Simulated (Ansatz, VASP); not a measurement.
## One calculation of Si, two programs

```
Si
1.0
    -3.28369    3.28369   -3.28369
    -3.28369   -3.28369    3.28369
     0.00000    6.92094    6.92094
Si
16
Direct
  0.89776 0.89776 0.76022
  0.39776 0.39776 0.28576
  0.25000 0.95448 0.90043
  0.75000 0.45448 0.42597
  0.64776 0.14776 0.80341
  0.14776 0.64776 0.32895
  0.70448 0.50000 0.66320
  0.20448 0.00000 0.18874
  0.60224 0.60224 0.09172
  0.10224 0.10224 0.56618
  0.25000 0.54552 0.90043
  0.75000 0.04552 0.42597
  0.85224 0.35224 0.04853
  0.35224 0.85224 0.52299
  0.29552 0.50000 0.66320
  0.79552 0.00000 0.18874
```

Alike in both runs: task single point; functional LDA; k mesh 7 × 7 × 4; occupations gaussian, width 0.15 eV; no spin polarisation.

```csv
,VASP,Ansatz
version,VASP 6.6.1,Ansatz 0.2.0
potentials or method,"VASP PAW LDA potentials, release 64 (Si), cutoff 500 eV","scalar-relativistic, plane waves, PAW"
valence electrons in the cell,64,64
```

|  | VASP | Ansatz | Ansatz less VASP |
| --- | --- | --- | --- |
| gap on the k mesh at the Fermi level (eV) | none | none | - |
| pressure (GPa) | -3.2 | -3.2 | -0.03 |
| traceless stress, the component that is largest in VASP (GPa) | -3.18 | -3.17 | +0.018 |
| rms of the force components (eV/Å) | 0.534 | 0.533 | -0.0013 |

LDA's correlation is that of Perdew and Zunger in VASP and of Perdew and Wang (1992) in Ansatz. Atom by atom the forces differ by 0.004 eV/Å (rms over components). A gap of «none» marks a metal or a gap that the smearing closes.
